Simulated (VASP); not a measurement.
# Sb (R-3m) in VASP: a series of runs

Sb is run at these levels: BLYP, PBE exchange alone, PBE; tasks: single point, relaxation of cell and atoms.

All numbers are computed with VASP 6.6.1; they aren't measurements. Logs are shortened: lines on timing, memory, paths and dates and some standing lists are left out, and cuts for length are marked.

### Step 1. The cell of the first run

The structure is trigonal, space group R-3m (No. 166). Conventional cell: a = 4.308 Å, b = 4.308 Å, c = 11.274 Å, α = 90.00°, β = 90.00°, γ = 120.00°. Sb (site symmetry 3m) has 6 Sb at 2.91 to 3.35 Å within 3.8 Å.

### Step 2. Single point, BLYP

Input file INCAR:

```
AGGAC = 1.0 ; AGGAX = 1.0
ALDAC = 0.0 ; ALDAX = 1.0
ALGO = Normal ; EDIFF = 1E-6
ENCUT = 500 ; GGA = B5
GGA_COMPAT = F ; ISIF = 2
ISMEAR = 1 ; LASPH = T
LCHARG = F ; LREAL = F
LWAVE = F ; NBANDS = 22
NELM = 120 ; PREC = Accurate
SIGMA = 0.1
```

Input file KPOINTS:

```
k-points
0
Gamma
  6 6 6
```

Input file POSCAR:

```
Sb
1.0
    2.1542000000      1.2437279499      3.7580000000
   -2.1542000000      1.2437279499      3.7580000000
    0.0000000000     -2.4874558998      3.7580000000
Sb
2
Direct
    0.7582551109      0.7554531590      0.7794554286
    0.2259858891      0.2231758410      0.2471835714
```

Potentials or basis: VASP PAW PBE potentials, release 64 (Sb_d_GW).

Started as:

```console
cat potpaw_PBE.64/Sb_d_GW/POTCAR > POTCAR
mpirun -np 1 vasp_std > vasp.out
```

OUTCAR:

```text
EDIFF = 1E-6
   ENCUT = 500
   GGA = B5
   ISIF = 2
   ISMEAR = 1
   LASPH = T
   LREAL = F
   NELM = 120
   PREC = Accurate

 ion  position               nearest neighbor table
   1  0.758  0.755  0.779-   2 2.91   2 2.91   2 2.91   2 3.35   2 3.35   2 3.35
   2  0.226  0.223  0.247-   1 2.91   1 2.91   1 2.91   1 3.35   1 3.35   1 3.35

  LATTYP: Found a trigonal (rhomboedric) cell.
 ALAT       =     4.5066618304
 COS(alpha) =     0.5430253624

  Lattice vectors:

 A1 = (   2.1542000000,   1.2437279499,   3.7580000000)
 A2 = (  -2.1542000000,   1.2437279499,   3.7580000000)
 A3 = (   0.0000000000,  -2.4874558998,   3.7580000000)

Analysis of symmetry for initial positions (statically):
=====================================================================
 Subroutine PRICEL returns:
 Original cell was already a primitive cell.

 Routine SETGRP: Setting up the symmetry group for a
 trigonal (rhombohedral) supercell.

 Subroutine GETGRP returns: Found 12 space group operations
 (whereof  1 operations were pure point group operations)
 out of a pool of 12 trial point group operations.

The static configuration has the point symmetry C_1 .
 The point group associated with its full space group is D_3d.

Analysis of symmetry for dynamics (positions and initial velocities):
=====================================================================
 Subroutine PRICEL returns:
 Original cell was already a primitive cell.

 Routine SETGRP: Setting up the symmetry group for a
 trigonal (rhombohedral) supercell.

 Subroutine GETGRP returns: Found 12 space group operations
 (whereof  1 operations were pure point group operations)
 out of a pool of 12 trial point group operations.

The dynamic configuration has the point symmetry C_1 .
 The point group associated with its full space group is D_3d.

 Subroutine INISYM returns: Found 12 space group operations
 (whereof  1 operations are pure point group operations),
 and found     1 'primitive' translations

----------------------------------------------------------------------------------------

                                     Primitive cell

  volume of cell :      60.4115

  direct lattice vectors                    reciprocal lattice vectors
     2.154200000  1.243727950  3.758000000     0.232104726  0.134005726  0.088699663
    -2.154200000  1.243727950  3.758000000    -0.232104726  0.134005726  0.088699663
     0.000000000 -2.487455900  3.758000000     0.000000000 -0.268011452  0.088699663

  length of vectors
     4.506661830  4.506661830  4.506661830     0.282307932  0.282307932  0.282307932

  position of ions in fractional coordinates (direct lattice)
     0.758255111  0.755453159  0.779455429
     0.225985889  0.223175841  0.247183571

  ion indices of the primitive-cell ions
   primitive index   ion index
                 1           1
                 2           2

----------------------------------------------------------------------------------------

 KPOINTS: k-points

Automatic generation of k-mesh.
 Grid dimensions read from file:
 generate k-points for:    6    6    6

 Generating k-lattice:

  Cartesian coordinates                     Fractional coordinates (reciprocal lattice)
     0.038684121  0.022334288  0.014783277     0.166666667  0.000000000  0.000000000
    -0.038684121  0.022334288  0.014783277     0.000000000  0.166666667  0.000000000
     0.000000000 -0.044668575  0.014783277     0.000000000  0.000000000  0.166666667

  Length of vectors
     0.047051322  0.047051322  0.047051322

  Shift w.r.t. Gamma in fractional coordinates (k-lattice)
     0.000000000  0.000000000  0.000000000

 Subroutine IBZKPT returns following result:
 ===========================================

 Found     32 irreducible k-points:

 Following reciprocal coordinates:
            Coordinates               Weight
  0.000000  0.000000  0.000000      1.000000
  0.166667 -0.000000 -0.000000      6.000000
  0.333333 -0.000000 -0.000000      6.000000
  0.500000 -0.000000  0.000000      3.000000
  0.166667  0.166667 -0.000000      6.000000
  0.333333  0.166667  0.000000     12.000000
[... 16 lines left out ...]
  0.500000  0.500000  0.166667      6.000000
 -0.333333  0.500000  0.166667     12.000000
 [... further k-points ...]
   k-points           NKPTS =     32   k-points in BZ     NKDIM =     32   number of bands    NBANDS=     22
   number of dos      NEDOS =    301   number of ions     NIONS =      2
   total plane-waves  NPLWV =  46656
   dimension x,y,z NGX =    36 NGY =   36 NGZ =   36
   dimension x,y,z NGXF=    72 NGYF=   72 NGZF=   72
   ions per type =               2
   NGX,Y,Z   is equivalent  to a cutoff of  13.28, 13.28, 13.28 a.u.
   NGXF,Y,Z  is equivalent  to a cutoff of  26.56, 26.56, 26.56 a.u.
 SYSTEM =  unknown system
   PREC   = accura    normal or accurate (medium, high low for compatibility)
   ISTART =      0    job   : 0-new  1-cont  2-samecut
   ICHARG =      2    charge: 1-file 2-atom 10-const
   ISPIN  =      1    spin polarized calculation?
   LNONCOLLINEAR =      F non collinear calculations
   LSORBIT =      F    spin-orbit coupling
   LASPH  =      T    aspherical Exc in radial PAW
   ENCUT  =  500.0 eV  36.75 Ry    6.06 a.u.   8.22  8.22  8.22*2*pi/ulx,y,z
   NELM   =    120;   NELMIN=  2; NELMDL= -5     # of ELM steps
   EDIFF  = 0.1E-05   stopping-criterion for ELM
   LREAL  =      F    real-space projection
   EDIFFG = 0.1E-04   stopping-criterion for IOM
   NSW    =      0    number of steps for IOM
   IBRION =     -1    ionic relax: 0-MD 1-quasi-New 2-CG
   NFREE  =      0    steps in history (QN), initial steepest desc. (CG)
   ISIF   =      2    stress and relaxation
   ISYM   =      2    0-nonsym 1-usesym 2-fastsym
   POTIM  = 0.5000    time-step for ionic-motion
   TEBEG  =    0.0;   TEEND  =   0.0 temperature during run
   PSTRESS=    0.0 pullay stress
   NELECT =      30.0000    total number of electrons
   NUPDOWN=      -1.0000    fix difference up-down
   EMIN   =  10.00;   EMAX   =-10.00  energy-range for DOS
   EFERMI =   0.00;   METHOD = LEGACY
   ISMEAR =     1;   SIGMA  =   0.10  broadening in eV -4-tet -1-fermi 0-gaus
   EFERMI_NEDOS =   21; number of points for ismear=-14 and -15
   IALGO  =     38    algorithm
   IMIX   =      4    mixing-type and parameters
     AMIX     =   0.40;   BMIX     =  1.00
     AMIX_MAG =   1.60;   BMIX_MAG =  1.00
  volume/ion in A,a.u.               =      30.21       203.84
  Fermi-wavevector in a.u.,A,eV,Ry     =   1.296409  2.449858 22.866996  1.680677
  Thomas-Fermi vector in A             =   2.427867
   LORBIT       =      0    0 simple, 1 ext, 2 COOP (PROOUT), +10 PAW based schemes
   GGA     = B5    functional components
   LHFCALC =     F    Hartree Fock is set to
   AEXX    =    0.0000 exact exchange contribution
   IVDW    =     0    specifies the selected vdW correction
   LEPSILON=     F    determine dielectric tensor
   LRPA    =     F    only Hartree local field effects (RPA)
 non-spin polarized calculation
 Methfessel and Paxton  Order N= 1 SIGMA  =   0.10
  energy-cutoff  :      500.00
  volume of cell :       60.41
 maximum number of plane-waves:      1554
 NGX is ok and might be reduce to    36
   NGX = 17   NGY = 17   NGZ = 17

 number of electron      29.9999997 magnetization

 Free energy of the ion-electron system (eV)
  ---------------------------------------------------
  ext. energy  EPLUGINS =         0.00000000
  ---------------------------------------------------
  free energy    TOTEN  =        -6.75311775 eV

  energy without entropy =       -6.75260716  energy(sigma->0) =       -6.75294756

 E-fermi :   5.8439     XC(G=0):  -9.2545

 val. band max:        5.7025184426   @ k =   0.5000  -0.0000   0.0000
 cond. band min:       5.8446588792   @ k =   0.3333   0.1667   0.1667
 fundamental gap:      0.1421404366
 Fermi energy:         5.8439117133

 k-point     1 :       0.0000    0.0000    0.0000
  band No.  band energies     occupation
      1     -23.5873      2.00000
      2     -23.5873      2.00000
      3     -23.4972      2.00000
      4     -23.4972      2.00000
      5     -23.4704      2.00000
      6     -23.3838      2.00000
[... 14 lines left out ...]
     21      11.2628      0.00000
     22      12.8794      0.00000

 k-point     2 :       0.1667   -0.0000   -0.0000
  band No.  band energies     occupation
      1     -23.5763      2.00000
      2     -23.5714      2.00000
      3     -23.4919      2.00000
      4     -23.4882      2.00000
      5     -23.4638      2.00000
      6     -23.3909      2.00000
[... 14 lines left out ...]
     21      11.5122      0.00000
     22      14.5773      0.00000

 k-point     3 :       0.3333   -0.0000   -0.0000
  band No.  band energies     occupation
      1     -23.5505      2.00000
      2     -23.5290      2.00000
      3     -23.4805      2.00000
      4     -23.4648      2.00000
      5     -23.4455      2.00000
      6     -23.4116      2.00000
[... 14 lines left out ...]
     21      13.1146      0.00000
     22      16.7019      0.00000

 k-point     4 :       0.5000   -0.0000    0.0000
  band No.  band energies     occupation
      1     -23.5345      2.00000
      2     -23.4889      2.00000
      3     -23.4724      2.00000
      4     -23.4497      2.00000
      5     -23.4403      2.00000
      6     -23.4316      2.00000
[... 14 lines left out ...]
     21      15.2350      0.00000
     22      15.3459      0.00000

 k-point     5 :       0.1667    0.1667   -0.0000
  band No.  band energies     occupation
      1     -23.5858      2.00000
      2     -23.5571      2.00000
      3     -23.4949      2.00000
      4     -23.4845      2.00000
      5     -23.4616      2.00000
      6     -23.3943      2.00000
[... 417 lines left out ...]
 k-point    22 :      -0.1667    0.3333    0.1667
  band No.  band energies     occupation
      1     -23.5663      2.00000
      2     -23.4868      2.00000
      3     -23.4805      2.00000
      4     -23.4538      2.00000
      5     -23.4423      2.00000
      6     -23.4298      2.00000
[... 14 lines left out ...]
     21      14.4916      0.00000
     22      15.4781      0.00000

 k-point    23 :       0.5000    0.5000    0.1667
  band No.  band energies     occupation
      1     -23.5714      2.00000
      2     -23.5115      2.00000
      3     -23.4886      2.00000
      4     -23.4565      2.00000
      5     -23.4395      2.00000
      6     -23.4166      2.00000
[... 14 lines left out ...]
     21      15.3790      0.00000
     22      16.0305      0.00000

 k-point    24 :      -0.3333    0.5000    0.1667
  band No.  band energies     occupation
      1     -23.5653      2.00000
      2     -23.5033      2.00000
      3     -23.4819      2.00000
      4     -23.4560      2.00000
      5     -23.4321      2.00000
      6     -23.4267      2.00000
[... 14 lines left out ...]
     21      16.1224      0.00000
     22      16.8985      0.00000

 [... further k-points ...]

------------------------ aborting loop because EDIFF is reached ----------------------------------------

  FORCE on cell =-STRESS in cart. coord.  units (eV):
  Direction    XX          YY          ZZ          XY          YZ          ZX
  --------------------------------------------------------------------------------------
  -------------------------------------------------------------------------------------
  Total        2.6076016      2.6076016      2.5042266      0.0000000     -0.0000000      0.0000000
  in kB       69.1564007     69.1564007     66.4147853      0.0000000     -0.0000000      0.0000000
  external PRESSURE =      68.2425289 kB  Pullay stress =       0.0000000 kB

 VOLUME and BASIS-vectors are now :
 -----------------------------------------------------------------------------
  energy-cutoff  :      500.00
  volume of cell :       60.41
      direct lattice vectors                 reciprocal lattice vectors
     2.154200000  1.243727950  3.758000000     0.232104726  0.134005726  0.088699663
    -2.154200000  1.243727950  3.758000000    -0.232104726  0.134005726  0.088699663
     0.000000000 -2.487455900  3.758000000     0.000000000 -0.268011452  0.088699663

 POSITION                                       TOTAL-FORCE (eV/Angst)
 -----------------------------------------------------------------------------------
      0.00604     -0.05622      8.61771        -0.000000     -0.000000     -0.006424
      0.00605     -0.05622      2.61687         0.000000      0.000000      0.006424
 -----------------------------------------------------------------------------------
    total drift:                                0.006009     -0.001187      0.000468

  FREE ENERGIE OF THE ION-ELECTRON SYSTEM (eV)
  ---------------------------------------------------
  free  energy   TOTEN  =        -6.7531177539 eV

  energy  without entropy=       -6.7526071606  energy(sigma->0) =       -6.75294756
```

Wall time 34 s (1 thread of Intel Xeon 6975P-C (Granite Rapids), shared host); peak memory 0.22 GiB.

What came out:

```
Free energy            : -6.7531 eV
Pressure               : 6.8 GPa
Largest force          : 0.006 eV/Å
Band gap on the k mesh : zero (band 15 reaches 5.84 eV, above the bottom of band 16 at 5.70 eV)
```

Forces in eV/Å, atoms in the order of the input:
```
Sb   0.000  0.000 -0.006
Sb   0.000  0.000  0.006
```

Stress tensor (GPa, compression positive):
```
6.92 0.00 0.00
0.00 6.92 0.00
0.00 0.00 6.64
```

Caveat: the PAW data sets were made with another functional, which shifts forces and pressure a little; spin-orbit coupling is left out, which moves the levels of the heavy elements.

[end of part 1 of 3]
